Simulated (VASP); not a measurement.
A run of VASP 6.6.1:

INCAR

```
  ALGO = Normal
  EDIFF = 1E-6
  ENCUT = 520
  GGA = PE
  ISIF = 2
  ISMEAR = 0
  LASPH = True
  LCHARG = True
  LELF = True
  LREAL = False
  LVHAR = True
  LWAVE = False
  NBANDS = 16
  NELM = 60
  PREC = Accurate
  SIGMA = 0.15
```

KPOINTS

```
k-points
0
Gamma
  16 16 16
```

The input POSCAR:

```
InAs
1.0
    0.0000000000      3.0005782682      3.0005782682
    3.0005782682      0.0000000000      3.0005782682
    3.0005782682      3.0005782682      0.0000000000
In As
1 1
Direct
    0.0000000000      0.0000000000      0.0000000000
    0.7500000000      0.7500000000      0.7500000000
```

Potentials or basis: VASP PAW PBE potentials, release 64 (In_d, As).

Command:

```console
$ cat potpaw_PBE.64/In_d/POTCAR potpaw_PBE.64/As/POTCAR > POTCAR
$ mpirun -np 1 vasp_std > vasp.out
```

Hardware: 1 thread of Intel(R) Xeon(R) 6975P-C (Granite Rapids) (shared host).

Q: Estimate the wall time of this run.

A: Wall time 37 s on 1 thread of Intel(R) Xeon(R) 6975P-C (Granite Rapids), on a shared host, peak memory 0.26 GiB. Counts: scf iterations 12, k points 145.
